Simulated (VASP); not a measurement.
# Ba3AlN3 (P6_3/m) in VASP: settings compared

The runs below take Ba3AlN3 through electric field gradients, with PBE, r2SCAN.

All numbers are computed with VASP 6.6.1; they aren't measurements. Logs are shortened: lines on timing, memory, paths and dates and some standing lists are left out, and cuts for length are marked.

## (1) The cell of the first run

It takes space group P6_3/m (No. 176, hexagonal). Conventional cell: a = 8.385 Å, b = 8.385 Å, c = 5.610 Å, α = 90.00°, β = 90.00°, γ = 120.00°. Ba (site symmetry m) has 5 N at 2.71 to 3.40 Å and 3 Al at 3.16 to 3.72 Å within 3.8 Å. Within 2.5 Å of Al (site symmetry -6) lie 3 N at 1.86 Å. N (site symmetry m) has 1 Al at 1.86 Å within 2.5 Å.

## (2) Electric field gradients, PBE

INCAR

```
PREC = Accurate ; ENCUT = 520
EDIFF = 1E-8 ; ISMEAR = -1
SIGMA = 0.02 ; LREAL = False
LASPH = True ; NELM = 80
ALGO = Normal ; ISIF = 2
LWAVE = False ; LCHARG = False
GGA = PE ; LEFG = True
NBANDS = 61
```

KPOINTS

```
regular mesh
0
Gamma
  4 4 5
```

POSCAR

```
Ba3AlN3
1.0
    8.3846860344      0.0000000000      0.0000000000
   -4.1923430172      7.2613511086      0.0000000000
    0.0000000000      0.0000000000      5.6099810000
Ba Al N
6 2 6
Direct
    0.9423350100      0.6367070100      0.2500000000
    0.6943720000      0.0576649900      0.2500000000
    0.3632929900      0.3056280000      0.2500000000
    0.0576649900      0.3632929900      0.7500000000
    0.3056280000      0.9423350100      0.7500000000
    0.6367070100      0.6943720000      0.7500000000
    0.6666666667      0.3333333333      0.7500000000
    0.3333333333      0.6666666667      0.2500000000
    0.8754090100      0.5657350100      0.7500000000
    0.6903260000      0.1245909900      0.7500000000
    0.4342649900      0.3096740000      0.7500000000
    0.1245909900      0.4342649900      0.2500000000
    0.3096740000      0.8754090100      0.2500000000
    0.5657350100      0.6903260000      0.2500000000
```

Potentials or basis: VASP PAW PBE potentials, release 64 (Ba_sv, Al, N).

Launch:

```console
> cat potpaw_PBE.64/Ba_sv/POTCAR potpaw_PBE.64/Al/POTCAR potpaw_PBE.64/N/POTCAR > POTCAR
> mpirun -np 1 vasp_std > vasp.out
```

OUTCAR:

```text
PREC = Accurate
   ENCUT = 520
   EDIFF = 1E-8
   ISMEAR = -1
   LREAL = False
   LASPH = True
   NELM = 80
   ISIF = 2
   GGA = PE

 ion  position               nearest neighbor table
   1  0.942  0.637  0.250-  13 2.71  12 2.79   9 2.86   9 2.86   8 3.16   7 3.72   7 3.72   6 3.99
                             6 3.99   5 3.99   5 3.99   4 4.03   4 4.03   3 4.22   2 4.22
   2  0.694  0.058  0.250-  14 2.71  13 2.79  10 2.86  10 2.86   8 3.16   7 3.72   7 3.72   4 3.99
                             4 3.99   6 3.99   6 3.99   5 4.03   5 4.03   3 4.22   1 4.22
   3  0.363  0.306  0.250-  12 2.71  14 2.79  11 2.86  11 2.86   8 3.16   7 3.72   7 3.72   4 3.99
                             4 3.99   5 3.99   5 3.99   6 4.03   6 4.03   2 4.22   1 4.22
   4  0.058  0.363  0.750-  10 2.71   9 2.79  12 2.86  12 2.86   7 3.16   8 3.72   8 3.72   3 3.99
                             3 3.99   2 3.99   2 3.99   1 4.03   1 4.03   6 4.22   5 4.22
   5  0.306  0.942  0.750-  11 2.71  10 2.79  13 2.86  13 2.86   7 3.16   8 3.72   8 3.72   1 3.99
                             1 3.99   3 3.99   3 3.99   2 4.03   2 4.03   6 4.22   4 4.22
   6  0.637  0.694  0.750-   9 2.71  11 2.79  14 2.86  14 2.86   7 3.16   8 3.72   8 3.72   1 3.99
                             1 3.99   2 3.99   2 3.99   3 4.03   3 4.03   5 4.22   4 4.22
   7  0.667  0.333  0.750-  10 1.86   9 1.86  11 1.86   4 3.16   5 3.16   6 3.16   2 3.72   2 3.72
                             1 3.72   1 3.72   3 3.72   3 3.72
   8  0.333  0.667  0.250-  13 1.86  12 1.86  14 1.86   1 3.16   2 3.16   3 3.16   5 3.72   5 3.72
                             4 3.72   4 3.72   6 3.72   6 3.72
   9  0.875  0.566  0.750-   7 1.86   6 2.71   4 2.79   1 2.86   1 2.86
  10  0.690  0.125  0.750-   7 1.86   4 2.71   5 2.79   2 2.86   2 2.86
  11  0.434  0.310  0.750-   7 1.86   5 2.71   6 2.79   3 2.86   3 2.86
  12  0.125  0.434  0.250-   8 1.86   3 2.71   1 2.79   4 2.86   4 2.86
  13  0.310  0.875  0.250-   8 1.86   1 2.71   2 2.79   5 2.86   5 2.86
  14  0.566  0.690  0.250-   8 1.86   2 2.71   3 2.79   6 2.86   6 2.86

  LATTYP: Found a hexagonal cell.
 ALAT       =     8.3846860344
 C/A-ratio  =     0.6690746650

  Lattice vectors:

 A1 = (   8.3846860344,   0.0000000000,   0.0000000000)
 A2 = (  -4.1923430172,   7.2613511086,   0.0000000000)
 A3 = (   0.0000000000,   0.0000000000,   5.6099810000)

Analysis of symmetry for initial positions (statically):
=====================================================================
 Subroutine PRICEL returns:
 Original cell was already a primitive cell.

 Routine SETGRP: Setting up the symmetry group for a
 hexagonal supercell.

 Subroutine GETGRP returns: Found 12 space group operations
 (whereof  6 operations were pure point group operations)
 out of a pool of 24 trial point group operations.

The static configuration has the point symmetry S_6 .
 The point group associated with its full space group is C_6h.

Analysis of symmetry for dynamics (positions and initial velocities):
=====================================================================
 Subroutine PRICEL returns:
 Original cell was already a primitive cell.

 Routine SETGRP: Setting up the symmetry group for a
 hexagonal supercell.

 Subroutine GETGRP returns: Found 12 space group operations
 (whereof  6 operations were pure point group operations)
 out of a pool of 24 trial point group operations.

The dynamic configuration has the point symmetry S_6 .
 The point group associated with its full space group is C_6h.

 Subroutine INISYM returns: Found 12 space group operations
 (whereof  6 operations are pure point group operations),
 and found     1 'primitive' translations

----------------------------------------------------------------------------------------

                                     Primitive cell

  volume of cell :     341.5589

  direct lattice vectors                    reciprocal lattice vectors
     8.384686034  0.000000000  0.000000000     0.119265050  0.068857709  0.000000000
    -4.192343017  7.261351109  0.000000000     0.000000000  0.137715418  0.000000000
     0.000000000  0.000000000  5.609981000     0.000000000  0.000000000  0.178253723

  length of vectors
[... 134 lines left out ...]
  ---------------------------------------------------
  ext. energy  EPLUGINS =         0.00000000
  ---------------------------------------------------
  free energy    TOTEN  =       -78.09130676 eV

  energy without entropy =      -78.09129538  energy(sigma->0) =      -78.09130107

 E-fermi :   2.5981     XC(G=0):  -8.8463

 val. band max:        2.4208748183   @ k =   0.2500   0.2500   0.0000
 cond. band min:       2.7313844637   @ k =   0.0000   0.0000   0.0000
 fundamental gap:      0.3105096454
 Fermi energy:         2.5981108694

 k-point     1 :       0.0000    0.0000    0.0000
  band No.  band energies     occupation
      1     -24.3937      2.00000
      2     -24.2794      2.00000
      3     -24.2794      2.00000
      4     -24.2730      2.00000
      5     -24.2730      2.00000
      6     -24.2177      2.00000
[... 745 lines left out ...]
     59       6.5508      0.00000
     60       6.7451      0.00000
 [bands above 60 left out]

------------------------ aborting loop because EDIFF is reached ----------------------------------------

  FORCE on cell =-STRESS in cart. coord.  units (eV):
  Direction    XX          YY          ZZ          XY          YZ          ZX
  --------------------------------------------------------------------------------------
  -------------------------------------------------------------------------------------
  Total        0.0183446      0.0183446     -0.0256887      0.0000001     -0.0000000      0.0000000
  in kB        0.0860505      0.0860505     -0.1205002      0.0000003     -0.0000000      0.0000000
  external PRESSURE =       0.0172003 kB  Pullay stress =       0.0000000 kB

 VOLUME and BASIS-vectors are now :
 -----------------------------------------------------------------------------
  energy-cutoff  :      520.00
  volume of cell :      341.56
      direct lattice vectors                 reciprocal lattice vectors
     8.384686034  0.000000000  0.000000000     0.119265050  0.068857709  0.000000000
    -4.192343017  7.261351109  0.000000000     0.000000000  0.137715418  0.000000000
     0.000000000  0.000000000  5.609981000     0.000000000  0.000000000  0.178253723

 POSITION                                       TOTAL-FORCE (eV/Angst)
 -----------------------------------------------------------------------------------
      5.23189      4.62335      1.40250         0.001879      0.001103     -0.000000
      5.58034      0.41873      1.40250         0.000016     -0.002178     -0.000000
      1.76480      2.21927      1.40250        -0.001894      0.001076     -0.000000
     -1.03955      2.63800      4.20749        -0.001879     -0.001103     -0.000000
     -1.38800      6.84263      4.20749        -0.000016      0.002178     -0.000000
      2.42754      5.04208      4.20749         0.001894     -0.001076     -0.000000
      4.19234      2.42045      4.20749         0.000000      0.000000     -0.000000
     -0.00000      4.84090      1.40250         0.000000      0.000000      0.000000
      4.96827      4.10800      4.20749         0.000481      0.000445      0.000000
      5.26584      0.90470      4.20749         0.000145     -0.000639      0.000000
      2.34292      2.24865      4.20749        -0.000626      0.000194     -0.000000
     -0.77593      3.15335      1.40250        -0.000481     -0.000445      0.000000
     -1.07350      6.35665      1.40250        -0.000145      0.000639      0.000000
      1.84943      5.01270      1.40250         0.000626     -0.000194     -0.000000
 -----------------------------------------------------------------------------------
    total drift:                                0.000000     -0.000000      0.000000

  FREE ENERGIE OF THE ION-ELECTRON SYSTEM (eV)
  ---------------------------------------------------
  free  energy   TOTEN  =       -78.0913067629 eV

  energy  without entropy=      -78.0912953806  energy(sigma->0) =      -78.09130107

 Electric field gradients (V/A^2)
---------------------------------------------------------------------
 ion       V_xx      V_yy      V_zz      V_xy      V_xz      V_yz
---------------------------------------------------------------------
   1     -48.588   176.243  -127.655   -19.989    -0.000    -0.000
   2     137.346    -9.691  -127.655   -87.360     0.000    -0.000
   3     102.725    24.931  -127.655   107.349    -0.000     0.000
   4     -48.588   176.243  -127.655   -19.989     0.000     0.000
   5     137.346    -9.691  -127.655   -87.360    -0.000     0.000
   6     102.725    24.931  -127.655   107.349     0.000    -0.000
   7     -32.652   -32.652    65.305    -0.000    -0.000    -0.000
   8     -32.652   -32.652    65.305    -0.000     0.000     0.000
   9     -13.323     7.857     5.465     9.120     0.000    -0.000
  10      -5.336    -0.130     5.465   -13.732    -0.000     0.000
  11      10.461   -15.926     5.465     4.611    -0.000    -0.000
  12     -13.323     7.857     5.465     9.120    -0.000     0.000
  13      -5.336    -0.130     5.465   -13.732     0.000    -0.000
  14      10.461   -15.926     5.465     4.611     0.000     0.000
---------------------------------------------------------------------

 Electric field gradients after diagonalization (V/A^2)
 (convention: |V_zz| > |V_xx| > |V_yy|)
----------------------------------------------------------------------
 ion       V_xx      V_yy      V_zz     asymmetry (V_yy - V_xx)/ V_zz
----------------------------------------------------------------------
   1    -127.655   -50.351   178.006       0.434
   2    -127.655   -50.351   178.006       0.434
   3    -127.655   -50.351   178.006       0.434
   4    -127.655   -50.351   178.006       0.434
   5    -127.655   -50.351   178.006       0.434
   6    -127.655   -50.351   178.006       0.434
   7     -32.652   -32.652    65.305       0.000
   8     -32.652   -32.652    65.305       0.000
   9      11.243     5.465   -16.708       0.346
  10      11.244     5.465   -16.709       0.346
  11      11.244     5.465   -16.709       0.346
  12      11.243     5.465   -16.708       0.346
  13      11.244     5.465   -16.709       0.346
  14      11.244     5.465   -16.709       0.346
----------------------------------------------------------------------

           NMR quadrupolar parameters

 Cq : quadrupolar parameter    Cq=e*Q*V_zz/h
 eta: asymmetry parameters     (V_yy - V_xx)/ V_zz
 Q  : nuclear electric quadrupole moment in mb (millibarn)
----------------------------------------------------------------------
 ion       Cq(MHz)       eta       Q (mb)
----------------------------------------------------------------------
   1       0.430       0.434       1.000
   2       0.430       0.434       1.000
   3       0.430       0.434       1.000
   4       0.430       0.434       1.000
   5       0.430       0.434       1.000
   6       0.430       0.434       1.000
   7       0.158       0.000       1.000
   8       0.158       0.000       1.000
   9      -0.040       0.346       1.000
  10      -0.040       0.346       1.000
  11      -0.040       0.346       1.000
  12      -0.040       0.346       1.000
  13      -0.040       0.346       1.000
  14      -0.040       0.346       1.000
----------------------------------------------------------------------
```

Run time: 12 min. Hardware: 1 thread of Intel Xeon 8259CL, shared host; peak memory 0.56 GiB.

Results:

| Property | Result |
| --- | --- |
| Free energy | -78.0913 eV |
| Pressure | 0.0 GPa |
| Band gap on the k mesh | 0.31 eV (least direct gap 0.39 eV) |
| Largest electric field gradient by atom | Ba +178.0; Al +65.3; N -16.7 V/Å² |

Forces on the atoms (eV/Å):
```
Ba   0.002  0.001  0.000
Ba   0.000 -0.002  0.000
Ba  -0.002  0.001  0.000
Ba  -0.002 -0.001  0.000
Ba   0.000  0.002  0.000
Ba   0.002 -0.001  0.000
Al   0.000  0.000  0.000
Al   0.000  0.000  0.000
N    0.000  0.000  0.000
N    0.000 -0.001  0.000
N   -0.001  0.000  0.000
N    0.000  0.000  0.000
N    0.000  0.001  0.000
N    0.001  0.000  0.000
```

Levels at points of the mesh, in eV from the valence-band top:
| k point | band 46 | band 47 | band 48 | band 49 | band 50 | band 51 |
| --- | --- | --- | --- | --- | --- | --- |
| (0.00, 0.00, 0.00) | -0.32 | -0.08 | -0.08 | 0.31 | 2.08 | 2.33 |
| (0.50, 0.00, 0.00) | -0.32 | -0.11 | -0.01 | 1.10 | 1.69 | 2.07 |

Electric field gradients, principal values (V/Å²):
| atom | least | middle | greatest (by size) |
| --- | --- | --- | --- |
| 1 Ba | -50.351 | -127.655 | 178.006 |
| 2 Ba | -50.351 | -127.655 | 178.006 |
| 3 Ba | -50.351 | -127.655 | 178.006 |
| 4 Ba | -50.351 | -127.655 | 178.006 |
| 5 Ba | -50.351 | -127.655 | 178.006 |
| 6 Ba | -50.351 | -127.655 | 178.006 |
| 7 Al | -32.652 | -32.652 | 65.305 |
| 8 Al | -32.652 | -32.652 | 65.305 |
| 9 N | 5.465 | 11.243 | -16.708 |
| 10 N | 5.465 | 11.244 | -16.709 |
| 11 N | 5.465 | 11.244 | -16.709 |
| 12 N | 5.465 | 11.243 | -16.708 |
| 13 N | 5.465 | 11.244 | -16.709 |
| 14 N | 5.465 | 11.244 | -16.709 |

Caveat: without QUAD_EFG the Cq values of the log hold for a quadrupole moment of 1 mb, not for the nuclei; spin-orbit coupling is left out, which moves the levels of the heavy elements; an odd mesh through Γ misses points on the zone boundary, where band edges can lie.

(Part 1 of 2 ends here.)
